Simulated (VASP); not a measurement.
Wanted: the native input for a VASP 6.6.1 run.

* Task: single point
* Functional: LDA
* Potentials or basis: VASP PAW LDA potentials, release 64 (Zr_sv, N)
* Cutoff: 520 eV
* k mesh: 3 × 2 × 3
* Occupations: fermi-dirac, width 0.1 eV
* Spin: no spin polarisation
* Dipole correction: no
* Further INCAR settings: ALGO = Normal; EDIFF = 1e-06; NBANDS = 86

The structure of Zr12N (a cell with a defect) lies in POSCAR:

```
Zr12N
1.0
    6.4600000000      0.0000000000      0.0000000000
   -4.8450000000      8.3917860000      0.0000000000
    0.0000000000      0.0000000000      5.1453900000
Zr N
12 1
Direct
    0.0466711123      0.0341166946     -0.0314650590
    0.1623623854      0.2208588255      0.4631718878
    0.0313665098      0.3435144795     -0.0100478292
    0.1691590986      0.5553287465      0.4904390143
   -0.0227157568      0.6465131499      0.0155673331
    0.2284313210      0.8939455796      0.4835979391
    0.5393243113      0.0280154904      0.0188906963
    0.6234893126      0.2270672775      0.4977659614
    0.5197027023      0.3365076278     -0.0102033082
    0.6326535499      0.5470468384      0.5059869126
    0.5068324109      0.6734442466      0.0040424535
    0.7045372485      0.9138102425      0.4926740247
    0.1816519329      0.8739260034      0.9811501169
```

One way to write it, as run:

INCAR

```
SYSTEM = Zr12N
  ALGO = Normal
  EDIFF = 1E-6
  ENCUT = 520
  GGA = CA
  ISIF = 2
  ISMEAR = -1
  LASPH = .TRUE.
  LCHARG = .FALSE.
  LREAL = .FALSE.
  LWAVE = .FALSE.
  NBANDS = 86
  NELM = 100
  PREC = Accurate
  SIGMA = 0.1
```

KPOINTS

```
k-points
0
G
  3 2 3
  0 0 0
```

Potentials or basis: VASP PAW LDA potentials, release 64 (Zr_sv, N).

The run is started by

```sh
$ cat potpaw_LDA.64/Zr_sv/POTCAR potpaw_LDA.64/N/POTCAR > POTCAR
$ mpirun -np 1 vasp_std > vasp.out
```

Results of the run:

```yaml
Pressure: -1.7 GPa
Largest_force: 2.145 eV/Å
```

Caveat: the k points lie up to 0.41 Å⁻¹ apart.

Run time: 5.3 min on 1 thread of Intel(R) Xeon(R) Platinum 8488C (Sapphire Rapids), with other jobs on the host, peak memory 0.37 GiB.
